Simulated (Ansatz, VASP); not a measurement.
Two plane-wave programs on Sn

File INCAR:

```
ALGO = Normal
EDIFF = 1E-6
ENCUT = 520
GGA = PE
GGA_COMPAT = F
ISIF = 2
ISMEAR = -1
LASPH = T
LCHARG = T
LNONCOLLINEAR = T
LORBIT = 11
LORBMOM = T
LREAL = F
LSORBIT = T
LVHAR = T
LWAVE = F
MAGMOM = 0 0 0 0 0 0 0 0 0 0 0 0
NBANDS = 70
NELM = 150
PREC = Accurate
SIGMA = 0.02
```

The input KPOINTS:

```
k-points
0
Gamma
  6 6 4
```

POSCAR

```
Sn
1.0
    4.6349415438      0.0000000000      0.0000000000
   -2.3174707719      4.0139771220      0.0000000000
    0.0000000000      0.0000000000      7.6138913059
Sn
4
Direct
    0.3333333333      0.6666666667      0.0002405641
    0.6666666667      0.3333333333      0.5002405641
    0.3333333333      0.6666666667      0.3747594359
    0.6666666667      0.3333333333      0.8747594359
```

Input for Ansatz:

```yaml
crystal:
  lattice:
    - [4.6349415438, 0.0, 0.0]
    - [-2.3174707719, 4.013977122, 0.0]
    - [0.0, 0.0, 7.6138913059]
  atoms:
    - { symbol: Sn, position: [0.3333333333, 0.6666666667, 0.0002405641] }
    - { symbol: Sn, position: [0.6666666667, 0.3333333333, 0.5002405641] }
    - { symbol: Sn, position: [0.3333333333, 0.6666666667, 0.3747594359] }
    - { symbol: Sn, position: [0.6666666667, 0.3333333333, 0.8747594359] }
kpoints:
  mp_grid: { grid: [6, 6, 4] }
  band_path:
    path:
      - [0.0, 0.0, 0.0]
      - [0.5, 0.0, 0.0]
      - [0.3333333333, 0.3333333333, 0.0]
      - [0.0, 0.0, 0.5]
      - [0.5, 0.0, 0.5]
      - [0.3333333333, 0.3333333333, 0.5]
      - [0.0, 0.0, 0.1]
      - [0.0, 0.0, 0.25]
    npoints: 1
hamiltonian:
  xc: pbe
scf:
  occupations: { method: fermi_dirac, width: 0.02 }
  n_extra_bands: 10
magnetization:
  noncollinear: true
  spin_orbit: true
output:
  forces: true
  stress: true
  eigenvalues: true
```

Alike in both runs: task single point; functional PBE; k mesh 6 × 6 × 4; occupations fermi-dirac, width 0.02 eV; non-collinear spin, spin-orbit coupling.

```csv
,VASP,Ansatz
version,VASP 6.6.1,Ansatz 0.2.0
potentials or method,"VASP PAW PBE potentials, release 64 (Sn_d)","plane waves, PAW"
plane-wave cutoff (eV),520,420
valence electrons in the cell,56,56
```

```tsv
	VASP	Ansatz	Ansatz less VASP
pressure (GPa)	1.5	1.5	+0.01
traceless stress, the component that is largest in VASP (GPa)	-0.20	-0.19	+0.003
rms of the force components (eV/Å)	0.020	0.020	-0.0004
net moment per atom (μB)	0.00	0.00	0.000
```

Atom by atom the forces differ by 0.000 eV/Å (rms over components). The functional is the same, so the differences come from potentials, cutoffs and numerics.
